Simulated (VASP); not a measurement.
# Ba (P6_3/mmc) in VASP: a series of runs

Ba is run at these levels: BLYP; tasks: single point.

Everything below comes from runs of VASP 6.6.1. Logs are shortened: lines on timing, memory, paths and dates and some standing lists are left out, and cuts for length are marked.

## Step 1: The cell of the first run

The structure is hexagonal, space group P6_3/mmc (No. 194). Conventional cell: a = 4.612 Å, b = 4.612 Å, c = 7.547 Å, α = 90.00°, β = 90.00°, γ = 120.00°.

## Step 2: Single point, BLYP (volume scaled by 1.04)

File INCAR:

```
PREC = Accurate
ENCUT = 520
EDIFF = 1E-6
ISMEAR = -1
SIGMA = 0.1
LREAL = F
LASPH = T
NELM = 80
ALGO = Normal
ISIF = 2
LWAVE = F
LCHARG = F
GGA = B5
ALDAX = 1.0
AGGAX = 1.0
AGGAC = 1.0
ALDAC = 0.0
NBANDS = 17
```

File KPOINTS:

```
regular mesh
0
Gamma
  9 9 5
```

File POSCAR:

```
Ba
1.0
    4.6124214439      0.0000000000      0.0000000000
   -2.3062107219      3.9944741434      0.0000000000
    0.0000000000      0.0000000000      7.5474222777
Ba
2
Direct
    0.3333333333      0.6666666667      0.2500000000
    0.6666666667      0.3333333333      0.7500000000
```

Potentials or basis: VASP PAW PBE potentials, release 64 (Ba_sv).

Launch:

```
$ cat potpaw_PBE.64/Ba_sv/POTCAR > POTCAR
$ mpirun -np 1 vasp_std > vasp.out
```

OUTCAR:

```text
PREC = Accurate
   ENCUT = 520
   EDIFF = 1E-6
   ISMEAR = -1
   LREAL = F
   LASPH = T
   NELM = 80
   ISIF = 2
   GGA = B5

 ion  position               nearest neighbor table
   1  0.333  0.667  0.250-   2 4.62   2 4.62   2 4.62   2 4.62   2 4.62   2 4.62
   2  0.667  0.333  0.750-   1 4.62   1 4.62   1 4.62   1 4.62   1 4.62   1 4.62

  LATTYP: Found a hexagonal cell.
 ALAT       =     4.6124214439
 C/A-ratio  =     1.6363253813

  Lattice vectors:

 A1 = (   4.6124214439,   0.0000000000,   0.0000000000)
 A2 = (  -2.3062107219,   3.9944741434,   0.0000000000)
 A3 = (   0.0000000000,   0.0000000000,   7.5474222777)

Analysis of symmetry for initial positions (statically):
=====================================================================
 Subroutine PRICEL returns:
 Original cell was already a primitive cell.

 Routine SETGRP: Setting up the symmetry group for a
 hexagonal supercell.

 Subroutine GETGRP returns: Found 24 space group operations
 (whereof 12 operations were pure point group operations)
 out of a pool of 24 trial point group operations.

The static configuration has the point symmetry D_3d.
 The point group associated with its full space group is D_6h.

Analysis of symmetry for dynamics (positions and initial velocities):
=====================================================================
 Subroutine PRICEL returns:
 Original cell was already a primitive cell.

 Routine SETGRP: Setting up the symmetry group for a
 hexagonal supercell.

 Subroutine GETGRP returns: Found 24 space group operations
 (whereof 12 operations were pure point group operations)
 out of a pool of 24 trial point group operations.

The dynamic configuration has the point symmetry D_3d.
 The point group associated with its full space group is D_6h.

 Subroutine INISYM returns: Found 24 space group operations
 (whereof 12 operations are pure point group operations),
 and found     1 'primitive' translations

----------------------------------------------------------------------------------------

                                     Primitive cell

  volume of cell :     139.0552

  direct lattice vectors                    reciprocal lattice vectors
     4.612421444  0.000000000  0.000000000     0.216805860  0.125172922  0.000000000
    -2.306210722  3.994474143  0.000000000     0.000000000  0.250345844  0.000000000
     0.000000000  0.000000000  7.547422278     0.000000000  0.000000000  0.132495568

  length of vectors
     4.612421444  4.612421444  7.547422278     0.250345844  0.250345844  0.132495568

  position of ions in fractional coordinates (direct lattice)
     0.333333333  0.666666667  0.250000000
     0.666666667  0.333333333  0.750000000

  ion indices of the primitive-cell ions
   primitive index   ion index
                 1           1
                 2           2

----------------------------------------------------------------------------------------

 KPOINTS: regular mesh

Automatic generation of k-mesh.
 Grid dimensions read from file:
 generate k-points for:    9    9    5

 Generating k-lattice:

  Cartesian coordinates                     Fractional coordinates (reciprocal lattice)
     0.024089540  0.013908102  0.000000000     0.111111111 -0.000000000  0.000000000
     0.000000000  0.027816205  0.000000000     0.000000000  0.111111111  0.000000000
     0.000000000  0.000000000  0.026499114     0.000000000  0.000000000  0.200000000

  Length of vectors
     0.027816205  0.027816205  0.026499114

  Shift w.r.t. Gamma in fractional coordinates (k-lattice)
     0.000000000  0.000000000  0.000000000

 Subroutine IBZKPT returns following result:
 ===========================================

 Found     36 irreducible k-points:

 Following reciprocal coordinates:
            Coordinates               Weight
  0.000000  0.000000  0.000000      1.000000
  0.111111  0.000000  0.000000      6.000000
  0.222222  0.000000  0.000000      6.000000
  0.333333  0.000000  0.000000      6.000000
  0.444444  0.000000  0.000000      6.000000
  0.111111  0.111111  0.000000      6.000000
[... 16 lines left out ...]
  0.333333  0.222222  0.200000     24.000000
  0.333333  0.333333  0.200000      4.000000
 [... further k-points ...]
   k-points           NKPTS =     36   k-points in BZ     NKDIM =     36   number of bands    NBANDS=     17
   number of dos      NEDOS =    301   number of ions     NIONS =      2
   total plane-waves  NPLWV =  72576
   dimension x,y,z NGX =    36 NGY =   36 NGZ =   56
   dimension x,y,z NGXF=    72 NGYF=   72 NGZF=  112
   ions per type =               2
   NGX,Y,Z   is equivalent  to a cutoff of  12.98, 12.98, 12.34 a.u.
   NGXF,Y,Z  is equivalent  to a cutoff of  25.95, 25.95, 24.67 a.u.
 SYSTEM =  unknown system
   PREC   = accura    normal or accurate (medium, high low for compatibility)
   ISTART =      0    job   : 0-new  1-cont  2-samecut
   ICHARG =      2    charge: 1-file 2-atom 10-const
   ISPIN  =      1    spin polarized calculation?
   LNONCOLLINEAR =      F non collinear calculations
   LSORBIT =      F    spin-orbit coupling
   LASPH  =      T    aspherical Exc in radial PAW
   ENCUT  =  520.0 eV  38.22 Ry    6.18 a.u.   8.58  8.58 14.03*2*pi/ulx,y,z
   NELM   =     80;   NELMIN=  2; NELMDL= -5     # of ELM steps
   EDIFF  = 0.1E-05   stopping-criterion for ELM
   LREAL  =      F    real-space projection
   EDIFFG = 0.1E-04   stopping-criterion for IOM
   NSW    =      0    number of steps for IOM
   IBRION =     -1    ionic relax: 0-MD 1-quasi-New 2-CG
   NFREE  =      0    steps in history (QN), initial steepest desc. (CG)
   ISIF   =      2    stress and relaxation
   ISYM   =      2    0-nonsym 1-usesym 2-fastsym
   POTIM  = 0.5000    time-step for ionic-motion
   TEBEG  =    0.0;   TEEND  =   0.0 temperature during run
   PSTRESS=    0.0 pullay stress
   NELECT =      20.0000    total number of electrons
   NUPDOWN=      -1.0000    fix difference up-down
   EMIN   =  10.00;   EMAX   =-10.00  energy-range for DOS
   EFERMI =   0.00;   METHOD = LEGACY
   ISMEAR =    -1;   SIGMA  =   0.10  broadening in eV -4-tet -1-fermi 0-gaus
   EFERMI_NEDOS =   21; number of points for ismear=-14 and -15
   IALGO  =     38    algorithm
   IMIX   =      4    mixing-type and parameters
     AMIX     =   0.40;   BMIX     =  1.00
     AMIX_MAG =   1.60;   BMIX_MAG =  1.00
  volume/ion in A,a.u.               =      69.53       469.20
  Fermi-wavevector in a.u.,A,eV,Ry     =   0.857740  1.620894 10.010054  0.735718
  Thomas-Fermi vector in A             =   1.974839
   LORBIT       =      0    0 simple, 1 ext, 2 COOP (PROOUT), +10 PAW based schemes
   GGA     = B5    functional components
   LHFCALC =     F    Hartree Fock is set to
   AEXX    =    0.0000 exact exchange contribution
   IVDW    =     0    specifies the selected vdW correction
   LEPSILON=     F    determine dielectric tensor
   LRPA    =     F    only Hartree local field effects (RPA)
 non-spin polarized calculation
  energy-cutoff  :      520.00
  volume of cell :      139.06
 maximum number of plane-waves:      3791
 NGX is ok and might be reduce to    36
   NGX = 17   NGY = 17   NGZ = 29

 number of electron      19.9999999 magnetization

 Free energy of the ion-electron system (eV)
  ---------------------------------------------------
  ext. energy  EPLUGINS =         0.00000000
  ---------------------------------------------------
  free energy    TOTEN  =        -2.52232385 eV

  energy without entropy =       -2.40075446  energy(sigma->0) =       -2.46153915

 E-fermi :   1.8333     XC(G=0):  -6.6264

 val. band max:        1.8063973142   @ k =   0.3333   0.1111   0.0000
 cond. band min:       1.8693893085   @ k =   0.3333   0.3333   0.2000
 fundamental gap:      0.0629919943
 Fermi energy:         1.8332655773

 k-point     1 :       0.0000    0.0000    0.0000
  band No.  band energies     occupation
      1     -27.2783      2.00000
      2     -27.2528      2.00000
      3     -12.6660      2.00000
      4     -12.3817      2.00000
      5     -12.3817      2.00000
      6     -12.3375      2.00000
[... 9 lines left out ...]
     16       3.7333      0.00000
     17       4.1830      0.00000

 k-point     2 :       0.1111    0.0000    0.0000
  band No.  band energies     occupation
      1     -27.2756      2.00000
      2     -27.2515      2.00000
      3     -12.6532      2.00000
      4     -12.4120      2.00000
      5     -12.3912      2.00000
      6     -12.3687      2.00000
[... 9 lines left out ...]
     16       3.8962      0.00000
     17       3.9401      0.00000

 k-point     3 :       0.2222    0.0000    0.0000
  band No.  band energies     occupation
      1     -27.2686      2.00000
      2     -27.2483      2.00000
      3     -12.6182      2.00000
      4     -12.4884      2.00000
      5     -12.4453      2.00000
      6     -12.4142      2.00000
[... 9 lines left out ...]
     16       4.0123      0.00000
     17       4.0389      0.00000

 k-point     4 :       0.3333    0.0000    0.0000
  band No.  band energies     occupation
      1     -27.2600      2.00000
      2     -27.2453      2.00000
      3     -12.5749      2.00000
      4     -12.5705      2.00000
      5     -12.5281      2.00000
      6     -12.4392      2.00000
[... 9 lines left out ...]
     16       4.6134      0.00000
     17       4.8008      0.00000

 k-point     5 :       0.4444    0.0000    0.0000
  band No.  band energies     occupation
      1     -27.2535      2.00000
      2     -27.2442      2.00000
      3     -12.6308      2.00000
      4     -12.5801      2.00000
      5     -12.5283      2.00000
      6     -12.4550      2.00000
[... 9 lines left out ...]
     16       5.4888      0.00000
     17       5.6527      0.00000

 k-point     6 :       0.1111    0.1111    0.0000
  band No.  band energies     occupation
      1     -27.2708      2.00000
      2     -27.2492      2.00000
      3     -12.6293      2.00000
      4     -12.4575      2.00000
      5     -12.4365      2.00000
      6     -12.3956      2.00000
[... 9 lines left out ...]
     16       3.8665      0.00000
     17       3.9017      0.00000

 k-point     7 :       0.2222    0.1111    0.0000
  band No.  band energies     occupation
      1     -27.2629      2.00000
      2     -27.2462      2.00000
      3     -12.5875      2.00000
      4     -12.5322      2.00000
      5     -12.5050      2.00000
      6     -12.4302      2.00000
[... 9 lines left out ...]
     16       4.1785      0.00000
     17       4.5504      0.00000

 k-point     8 :       0.3333    0.1111    0.0000
  band No.  band energies     occupation
      1     -27.2552      2.00000
      2     -27.2443      2.00000
      3     -12.6020      2.00000
      4     -12.5579      2.00000
      5     -12.5401      2.00000
      6     -12.4620      2.00000
[... 9 lines left out ...]
     16       4.7602      0.00000
     17       5.2302      0.00000
[... 203 lines left out ...]
      1     -27.2613      2.00000
      2     -27.2478      2.00000
      3     -12.5932      2.00000
      4     -12.5248      2.00000
      5     -12.4968      2.00000
      6     -12.4316      2.00000
[... 9 lines left out ...]
     16       4.2196      0.00000
     17       4.6936      0.00000

 k-point    20 :       0.3333    0.1111    0.2000
  band No.  band energies     occupation
      1     -27.2541      2.00000
      2     -27.2453      2.00000
      3     -12.6199      2.00000
      4     -12.5791      2.00000
      5     -12.5033      2.00000
      6     -12.4559      2.00000
[... 9 lines left out ...]
     16       4.7011      0.00000
     17       5.1634      0.00000

 k-point    21 :       0.4444    0.1111    0.2000
  band No.  band energies     occupation
      1     -27.2508      2.00000
      2     -27.2448      2.00000
      3     -12.6419      2.00000
      4     -12.5987      2.00000
      5     -12.4960      2.00000
      6     -12.4579      2.00000
[... 9 lines left out ...]
     16       5.0833      0.00000
     17       5.3159      0.00000

 k-point    22 :       0.2222    0.2222    0.2000
  band No.  band energies     occupation
      1     -27.2547      2.00000
      2     -27.2455      2.00000
      3     -12.5922      2.00000
      4     -12.5748      2.00000
      5     -12.4946      2.00000
      6     -12.4737      2.00000
[... 9 lines left out ...]
     16       4.4790      0.00000
     17       5.0614      0.00000

 k-point    23 :       0.3333    0.2222    0.2000
  band No.  band energies     occupation
      1     -27.2495      2.00000
      2     -27.2448      2.00000
      3     -12.6094      2.00000
      4     -12.5812      2.00000
      5     -12.5197      2.00000
      6     -12.4712      2.00000
[... 9 lines left out ...]
     16       4.8332      0.00000
     17       5.0601      0.00000

 k-point    24 :       0.3333    0.3333    0.2000
  band No.  band energies     occupation
      1     -27.2462      2.00000
      2     -27.2462      2.00000
      3     -12.5750      2.00000
      4     -12.5676      2.00000
      5     -12.5676      2.00000
      6     -12.4964      2.00000
[... 9 lines left out ...]
     16       4.8644      0.00000
     17       5.3153      0.00000

 [... further k-points ...]

------------------------ aborting loop because EDIFF is reached ----------------------------------------

  FORCE on cell =-STRESS in cart. coord.  units (eV):
  Direction    XX          YY          ZZ          XY          YZ          ZX
  --------------------------------------------------------------------------------------
  -------------------------------------------------------------------------------------
  Total       -0.1945578     -0.1945578     -0.1851316     -0.0000000      0.0000000     -0.0000000
  in kB       -2.2416711     -2.2416711     -2.1330636     -0.0000000      0.0000000     -0.0000000
  external PRESSURE =      -2.2054686 kB  Pullay stress =       0.0000000 kB

 VOLUME and BASIS-vectors are now :
 -----------------------------------------------------------------------------
  energy-cutoff  :      520.00
  volume of cell :      139.06
      direct lattice vectors                 reciprocal lattice vectors
     4.612421444  0.000000000  0.000000000     0.216805860  0.125172922  0.000000000
    -2.306210722  3.994474143  0.000000000     0.000000000  0.250345844  0.000000000
     0.000000000  0.000000000  7.547422278     0.000000000  0.000000000  0.132495568

 POSITION                                       TOTAL-FORCE (eV/Angst)
 -----------------------------------------------------------------------------------
     -0.00000      2.66298      1.88686         0.000000     -0.000000      0.000000
      2.30621      1.33149      5.66057        -0.000000      0.000000      0.000000
 -----------------------------------------------------------------------------------
    total drift:                               -0.000000      0.000000     -0.000000

  FREE ENERGIE OF THE ION-ELECTRON SYSTEM (eV)
  ---------------------------------------------------
  free  energy   TOTEN  =        -2.5223238486 eV

  energy  without entropy=       -2.4007544556  energy(sigma->0) =       -2.46153915
```

Run time: 96 s. Hardware: 1 thread of AMD EPYC 7R43 (Zen 3), shared host; peak memory 0.24 GiB.

What came out:

* Free energy: -2.5223 eV
* Pressure: -0.2 GPa
* Band gap on the k mesh: zero (band 10 reaches 1.92 eV, above the bottom of band 11 at 1.71 eV)

Caveat: the PAW data sets were made with another functional, which shifts forces and pressure a little; spin-orbit coupling is left out, which moves the levels of the heavy elements.

(Part 1 of 2 ends here.)
